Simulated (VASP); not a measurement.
# W (P6_3/mmc) in VASP: a series of runs

Runs on W. Level: PBE. Tasks: single point.

Everything below comes from runs of VASP 6.6.1. Logs are shortened: lines on timing, memory, paths and dates and some standing lists are left out, and cuts for length are marked.

## Step 1: The cell of the first run

It takes space group P6_3/mmc (No. 194, hexagonal). The conventional cell has a = 2.777 Å, b = 2.777 Å, c = 4.948 Å, α = 90.00°, β = 90.00°, γ = 120.00°. Within 3.7 Å of W (site symmetry -6m2) lie 12 W at 2.78 to 2.95 Å.

## Step 2: Single point, PBE

File INCAR:

```
SYSTEM = W
PREC = Accurate
ENCUT = 520
EDIFF = 1E-6
ISMEAR = -1
SIGMA = 0.1
LREAL = .False.
LASPH = .True.
NELM = 80
ALGO = Normal
ISIF = 2
LWAVE = .False.
LCHARG = .False.
GGA = PE
NBANDS = 21
```

File KPOINTS:

```
regular mesh
0
Gamma
  15 15 7
  0 0 0
```

File POSCAR:

```
W
1.0
    2.7774629407      0.0000000000      0.0000000000
   -1.3887314704      2.4053534647      0.0000000000
    0.0000000000      0.0000000000      4.9482337544
W
2
Direct
    0.3333333333      0.6666666667      0.2500000000
    0.6666666667      0.3333333333      0.7500000000
```

Potentials or basis: VASP PAW PBE potentials, release 64 (W_sv).

Command:

```sh
cat potpaw_PBE.64/W_sv/POTCAR > POTCAR
mpirun -np 1 vasp_std > vasp.out
```

OUTCAR:

```text
SYSTEM = W
   PREC = Accurate
   ENCUT = 520
   EDIFF = 1E-6
   ISMEAR = -1
   LREAL = .False.
   LASPH = .True.
   NELM = 80
   ISIF = 2
   GGA = PE

 ion  position               nearest neighbor table
   1  0.333  0.667  0.250-   2 2.95   2 2.95   2 2.95   2 2.95   2 2.95   2 2.95
   2  0.667  0.333  0.750-   1 2.95   1 2.95   1 2.95   1 2.95   1 2.95   1 2.95

  LATTYP: Found a hexagonal cell.
 ALAT       =     2.7774629407
 C/A-ratio  =     1.7815660767

  Lattice vectors:

 A1 = (   2.7774629407,   0.0000000000,   0.0000000000)
 A2 = (  -1.3887314704,   2.4053534647,   0.0000000000)
 A3 = (   0.0000000000,   0.0000000000,   4.9482337544)

Analysis of symmetry for initial positions (statically):
=====================================================================
 Subroutine PRICEL returns:
 Original cell was already a primitive cell.

 Routine SETGRP: Setting up the symmetry group for a
 hexagonal supercell.

 Subroutine GETGRP returns: Found 24 space group operations
 (whereof 12 operations were pure point group operations)
 out of a pool of 24 trial point group operations.

The static configuration has the point symmetry D_3d.
 The point group associated with its full space group is D_6h.

Analysis of symmetry for dynamics (positions and initial velocities):
=====================================================================
 Subroutine PRICEL returns:
 Original cell was already a primitive cell.

 Routine SETGRP: Setting up the symmetry group for a
 hexagonal supercell.

 Subroutine GETGRP returns: Found 24 space group operations
 (whereof 12 operations were pure point group operations)
 out of a pool of 24 trial point group operations.

The dynamic configuration has the point symmetry D_3d.
 The point group associated with its full space group is D_6h.

 Subroutine INISYM returns: Found 24 space group operations
 (whereof 12 operations are pure point group operations),
 and found     1 'primitive' translations

----------------------------------------------------------------------------------------

                                     Primitive cell

  volume of cell :      33.0581

  direct lattice vectors                    reciprocal lattice vectors
     2.777462941  0.000000000  0.000000000     0.360040808  0.207869657  0.000000000
    -1.388731470  2.405353465  0.000000000     0.000000000  0.415739314  0.000000000
     0.000000000  0.000000000  4.948233754     0.000000000  0.000000000  0.202092312

  length of vectors
     2.777462941  2.777462941  4.948233754     0.415739314  0.415739314  0.202092312

  position of ions in fractional coordinates (direct lattice)
     0.333333333  0.666666667  0.250000000
     0.666666667  0.333333333  0.750000000

  ion indices of the primitive-cell ions
   primitive index   ion index
                 1           1
                 2           2

----------------------------------------------------------------------------------------

 KPOINTS: regular mesh

Automatic generation of k-mesh.
 Grid dimensions read from file:
 generate k-points for:   15   15    7

 Generating k-lattice:

  Cartesian coordinates                     Fractional coordinates (reciprocal lattice)
     0.024002721  0.013857977  0.000000000     0.066666667  0.000000000  0.000000000
     0.000000000  0.027715954  0.000000000     0.000000000  0.066666667  0.000000000
     0.000000000  0.000000000  0.028870330     0.000000000  0.000000000  0.142857143

  Length of vectors
     0.027715954  0.027715954  0.028870330

  Shift w.r.t. Gamma in fractional coordinates (k-lattice)
     0.000000000  0.000000000  0.000000000

 Subroutine IBZKPT returns following result:
 ===========================================

 Found    108 irreducible k-points:

 Following reciprocal coordinates:
            Coordinates               Weight
  0.000000  0.000000  0.000000      1.000000
  0.066667 -0.000000  0.000000      6.000000
  0.133333 -0.000000  0.000000      6.000000
  0.200000  0.000000  0.000000      6.000000
  0.266667 -0.000000  0.000000      6.000000
  0.333333 -0.000000  0.000000      6.000000
[... 16 lines left out ...]
  0.333333  0.200000  0.000000     12.000000
  0.400000  0.200000  0.000000      6.000000
 [... further k-points ...]
   k-points           NKPTS =    108   k-points in BZ     NKDIM =    108   number of bands    NBANDS=     21
   number of dos      NEDOS =    301   number of ions     NIONS =      2
   total plane-waves  NPLWV =  23040
   dimension x,y,z NGX =    24 NGY =   24 NGZ =   40
   dimension x,y,z NGXF=    48 NGYF=   48 NGZF=   80
   ions per type =               2
   NGX,Y,Z   is equivalent  to a cutoff of  14.37, 14.37, 13.44 a.u.
   NGXF,Y,Z  is equivalent  to a cutoff of  28.73, 28.73, 26.88 a.u.
 SYSTEM =  W
   PREC   = accura    normal or accurate (medium, high low for compatibility)
   ISTART =      0    job   : 0-new  1-cont  2-samecut
   ICHARG =      2    charge: 1-file 2-atom 10-const
   ISPIN  =      1    spin polarized calculation?
   LNONCOLLINEAR =      F non collinear calculations
   LSORBIT =      F    spin-orbit coupling
   LASPH  =      T    aspherical Exc in radial PAW
   ENCUT  =  520.0 eV  38.22 Ry    6.18 a.u.   5.16  5.16  9.20*2*pi/ulx,y,z
   NELM   =     80;   NELMIN=  2; NELMDL= -5     # of ELM steps
   EDIFF  = 0.1E-05   stopping-criterion for ELM
   LREAL  =      F    real-space projection
   EDIFFG = 0.1E-04   stopping-criterion for IOM
   NSW    =      0    number of steps for IOM
   IBRION =     -1    ionic relax: 0-MD 1-quasi-New 2-CG
   NFREE  =      0    steps in history (QN), initial steepest desc. (CG)
   ISIF   =      2    stress and relaxation
   ISYM   =      2    0-nonsym 1-usesym 2-fastsym
   POTIM  = 0.5000    time-step for ionic-motion
   TEBEG  =    0.0;   TEEND  =   0.0 temperature during run
   PSTRESS=    0.0 pullay stress
   NELECT =      28.0000    total number of electrons
   NUPDOWN=      -1.0000    fix difference up-down
   EMIN   =  10.00;   EMAX   =-10.00  energy-range for DOS
   EFERMI =   0.00;   METHOD = LEGACY
   ISMEAR =    -1;   SIGMA  =   0.10  broadening in eV -4-tet -1-fermi 0-gaus
   EFERMI_NEDOS =   21; number of points for ismear=-14 and -15
   IALGO  =     38    algorithm
   IMIX   =      4    mixing-type and parameters
     AMIX     =   0.40;   BMIX     =  1.00
     AMIX_MAG =   1.60;   BMIX_MAG =  1.00
  volume/ion in A,a.u.               =      16.53       111.54
  Fermi-wavevector in a.u.,A,eV,Ry     =   1.548942  2.927075 32.643371  2.399220
  Thomas-Fermi vector in A             =   2.653820
   LORBIT       =      0    0 simple, 1 ext, 2 COOP (PROOUT), +10 PAW based schemes
   GGA     = PE    functional components
   LHFCALC =     F    Hartree Fock is set to
   AEXX    =    0.0000 exact exchange contribution
   IVDW    =     0    specifies the selected vdW correction
   LEPSILON=     F    determine dielectric tensor
   LRPA    =     F    only Hartree local field effects (RPA)
 non-spin polarized calculation
  energy-cutoff  :      520.00
  volume of cell :       33.06
 maximum number of plane-waves:       900
 NGX is ok and might be reduce to    24
   NGX = 11   NGY = 11   NGZ = 19

 number of electron      28.0000002 magnetization

 Free energy of the ion-electron system (eV)
  ---------------------------------------------------
  ext. energy  EPLUGINS =         0.00000000
  ---------------------------------------------------
  free energy    TOTEN  =       -24.93889265 eV

  energy without entropy =      -24.86737309  energy(sigma->0) =      -24.90313287

 E-fermi :  10.4918     XC(G=0): -13.3868

 val. band max:       10.4899939450   @ k =   0.0667   0.0667   0.2857
 cond. band min:      10.4962850261   @ k =   0.3333   0.1333   0.1429
 fundamental gap:      0.0062910811
 Fermi energy:        10.4917540617

 k-point     1 :       0.0000    0.0000    0.0000
  band No.  band energies     occupation
      1     -63.2915      2.00000
      2     -63.2226      2.00000
      3     -27.9993      2.00000
      4     -27.1072      2.00000
      5     -26.9156      2.00000
      6     -26.9156      2.00000
[... 13 lines left out ...]
     20      14.7406      0.00000
     21      19.2018      0.00000

 k-point     2 :       0.0667   -0.0000    0.0000
  band No.  band energies     occupation
      1     -63.2866      2.00000
      2     -63.2189      2.00000
      3     -27.9838      2.00000
      4     -27.1089      2.00000
      5     -26.9664      2.00000
      6     -26.9294      2.00000
[... 13 lines left out ...]
     20      15.2161      0.00000
     21      19.1733      0.00000

 k-point     3 :       0.1333   -0.0000    0.0000
  band No.  band energies     occupation
      1     -63.2725      2.00000
      2     -63.2089      2.00000
      3     -27.9390      2.00000
      4     -27.1149      2.00000
      5     -27.1093      2.00000
      6     -27.0205      2.00000
[... 13 lines left out ...]
     20      16.2644      0.00000
     21      19.0474      0.00000

 k-point     4 :       0.2000    0.0000    0.0000
  band No.  band energies     occupation
      1     -63.2517      2.00000
      2     -63.1943      2.00000
      3     -27.8694      2.00000
      4     -27.3173      2.00000
      5     -27.2264      2.00000
      6     -27.1269      2.00000
[... 13 lines left out ...]
     20      17.4984      0.00000
     21      18.7863      0.00000

 k-point     5 :       0.2667   -0.0000    0.0000
  band No.  band energies     occupation
      1     -63.2271      2.00000
      2     -63.1779      2.00000
      3     -27.7826      2.00000
      4     -27.5521      2.00000
      5     -27.4542      2.00000
      6     -27.1471      2.00000
[... 13 lines left out ...]
     20      18.4554      0.00000
     21      18.7298      0.00000
[... 382 lines left out ...]
     20      18.7860      0.00000
     21      20.8591      0.00000

 k-point    22 :       0.2667    0.2000    0.0000
  band No.  band energies     occupation
      1     -63.1774      2.00000
      2     -63.1498      2.00000
      3     -27.8077      2.00000
      4     -27.7466      2.00000
      5     -27.5791      2.00000
      6     -27.3360      2.00000
[... 13 lines left out ...]
     20      19.7807      0.00000
     21      21.1002      0.00000

 k-point    23 :       0.3333    0.2000    0.0000
  band No.  band energies     occupation
      1     -63.1630      2.00000
      2     -63.1445      2.00000
      3     -27.8887      2.00000
      4     -27.7876      2.00000
      5     -27.5037      2.00000
      6     -27.4199      2.00000
[... 13 lines left out ...]
     20      19.2693      0.00000
     21      20.2873      0.00000

 k-point    24 :       0.4000    0.2000    0.0000
  band No.  band energies     occupation
      1     -63.1572      2.00000
      2     -63.1433      2.00000
      3     -27.9167      2.00000
      4     -27.7993      2.00000
      5     -27.4681      2.00000
      6     -27.4526      2.00000
[... 13 lines left out ...]
     20      18.6831      0.00000
     21      19.7168      0.00000

 [... further k-points ...]

------------------------ aborting loop because EDIFF is reached ----------------------------------------

  FORCE on cell =-STRESS in cart. coord.  units (eV):
  Direction    XX          YY          ZZ          XY          YZ          ZX
  --------------------------------------------------------------------------------------
  -------------------------------------------------------------------------------------
  Total        0.1208738      0.1208738      0.0168863     -0.0000000      0.0000000      0.0000000
  in kB        5.8582174      5.8582174      0.8184049     -0.0000000      0.0000000      0.0000000
  external PRESSURE =       4.1782799 kB  Pullay stress =       0.0000000 kB

 VOLUME and BASIS-vectors are now :
 -----------------------------------------------------------------------------
  energy-cutoff  :      520.00
  volume of cell :       33.06
      direct lattice vectors                 reciprocal lattice vectors
     2.777462941  0.000000000  0.000000000     0.360040808  0.207869657  0.000000000
    -1.388731470  2.405353465  0.000000000     0.000000000  0.415739314  0.000000000
     0.000000000  0.000000000  4.948233754     0.000000000  0.000000000  0.202092312

 POSITION                                       TOTAL-FORCE (eV/Angst)
 -----------------------------------------------------------------------------------
     -0.00000      1.60357      1.23706        -0.000000     -0.000000      0.000000
      1.38873      0.80178      3.71118         0.000000      0.000000      0.000000
 -----------------------------------------------------------------------------------
    total drift:                               -0.000000      0.000000     -0.000000

  FREE ENERGIE OF THE ION-ELECTRON SYSTEM (eV)
  ---------------------------------------------------
  free  energy   TOTEN  =       -24.9388926504 eV

  energy  without entropy=      -24.8673730949  energy(sigma->0) =      -24.90313287
```

Run time: 1.7 min. Hardware: 1 thread of AMD EPYC 7R13, shared host; peak memory 0.17 GiB.

Results:

```
Free energy            : -24.9389 eV
Pressure               : 0.4 GPa
Band gap on the k mesh : zero (band 14 reaches 11.71 eV, above the bottom of band 15 at 10.12 eV)
```

Stress tensor (GPa, compression positive):
```
0.59 0.00 0.00
0.00 0.59 0.00
0.00 0.00 0.08
```

Levels at points of the mesh, in eV from the Fermi level:
| k point | band 11 | band 12 | band 13 | band 14 | band 15 | band 16 | band 17 | band 18 |
| --- | --- | --- | --- | --- | --- | --- | --- | --- |
| (0.00, 0.00, 0.00) | -1.68 | -0.42 | -0.42 | -0.32 | 0.15 | 0.15 | 2.00 | 2.00 |

Caveat: spin-orbit coupling is left out, which moves the levels of the heavy elements.

## Step 3: Single point, PBE (volume scaled by 1.04)

File INCAR:

```
PREC = Accurate
ENCUT = 520
EDIFF = 1E-6
ISMEAR = -1
SIGMA = 0.1
LREAL = F
LASPH = T
NELM = 80
ALGO = Normal
ISIF = 2
LWAVE = F
LCHARG = T
GGA = PE
LELF = T
LVHAR = T
NBANDS = 21
```

File KPOINTS:

```
Automatic mesh
0
Gamma
  15 15 7
```

File POSCAR:

```
W
1.0
    2.8140126972      0.0000000000      0.0000000000
   -1.4070063486      2.4370064823      0.0000000000
    0.0000000000      0.0000000000      5.0133495606
W
2
Direct
    0.3333333333      0.6666666667      0.2500000000
    0.6666666667      0.3333333333      0.7500000000
```

Potentials or basis: VASP PAW PBE potentials, release 64 (W_sv).

Command:

```sh
cat potpaw_PBE.64/W_sv/POTCAR > POTCAR
mpirun -np 1 vasp_std > vasp.out
```

Wall time 1.8 min (1 thread of AMD EPYC 7R13, shared host); peak memory 0.17 GiB.

It converged, with:

| Quantity | Value |
| --- | --- |
| Free energy | -24.8998 eV |
| Pressure | -9.8 GPa |
| Band gap on the k mesh | zero (band 14 reaches 11.14 eV, above the bottom of band 15 at 9.61 eV) |

Stress tensor (GPa, compression positive):
```
-10.37   0.00   0.00
  0.00 -10.37   0.00
  0.00   0.00  -8.79
```

Levels at points of the mesh, in eV from the Fermi level:
```csv
k point,band 10,band 11,band 12,band 13,band 14,band 15,band 16,band 17,band 18,band 19
"(0.00, 0.00, 0.00)",-5.67,-1.58,-0.38,-0.38,-0.38,0.16,0.16,1.91,1.91,4.04
```

Caveat: spin-orbit coupling is left out, which moves the levels of the heavy elements.

## Step 4: Single point, PBE (volume scaled by 1.08)

File INCAR:

```
SYSTEM = W
  PREC = Accurate
  ENCUT = 520
  EDIFF = 1E-6
  ISMEAR = -1
  SIGMA = 0.1
  LREAL = .False.
  LASPH = .True.
  NELM = 80
  ALGO = Normal
  ISIF = 2
  LWAVE = .False.
  LCHARG = .False.
  GGA = PE
  NBANDS = 21
```

File KPOINTS:

```
Automatic mesh
0
Gamma
  15 15 7
  0 0 0
```

File POSCAR:

```
W
1.0
    2.8496368929      0.0000000000      0.0000000000
   -1.4248184465      2.4678579408      0.0000000000
    0.0000000000      0.0000000000      5.0768164191
W
2
Direct
    0.3333333333      0.6666666667      0.2500000000
    0.6666666667      0.3333333333      0.7500000000
```

Command:

```sh
cat potpaw_PBE.64/W_sv/POTCAR > POTCAR
mpirun -np 1 vasp_std > vasp.out
```

Run time: 1.7 min. Hardware: 1 thread of AMD EPYC 7R13, shared host; peak memory 0.17 GiB.

It converged, with:

| Quantity | Value |
| --- | --- |
| Free energy | -24.7840 eV |
| Pressure | -18.2 GPa |
| Band gap on the k mesh | zero (band 14 reaches 10.60 eV, above the bottom of band 15 at 9.13 eV) |

Stress tensor (GPa, compression positive):
```
-19.28   0.00   0.00
  0.00 -19.28   0.00
  0.00   0.00 -16.00
```

Levels at points of the mesh, in eV from the Fermi level:
```
           k point  band 11  band 12  band 13  band 14  band 15  band 16  band 17  band 18
(0.00, 0.00, 0.00)    -1.49    -0.42    -0.34    -0.34     0.17     0.17     1.83     1.83
```

Caveat: spin-orbit coupling is left out, which moves the levels of the heavy elements.

## Step 5: Summary

| cell | gap on the mesh (eV) | pressure (GPa) |
| --- | --- | --- |
| a = 2.777, b = 2.777, c = 4.948 Å, angles 90.0, 90.0, 120.0°, 2 atoms | none | 0.4 |
| a = 2.814, b = 2.814, c = 5.013 Å, angles 90.0, 90.0, 120.0°, 2 atoms | none | -9.8 |
| a = 2.850, b = 2.850, c = 5.077 Å, angles 90.0, 90.0, 120.0°, 2 atoms | none | -18.2 |

Alike in all rows: task single point; level PBE; potentials or basis VASP PAW PBE potentials, release 64 (W_sv); no spin polarisation; k mesh 15 × 15 × 7; cutoff (eV) 520; smearing fermi-dirac 0.1 eV.

Caveats: spin-orbit coupling is left out, which moves the levels of the heavy elements.

Absolute energies hang on the potentials; compare differences alone.
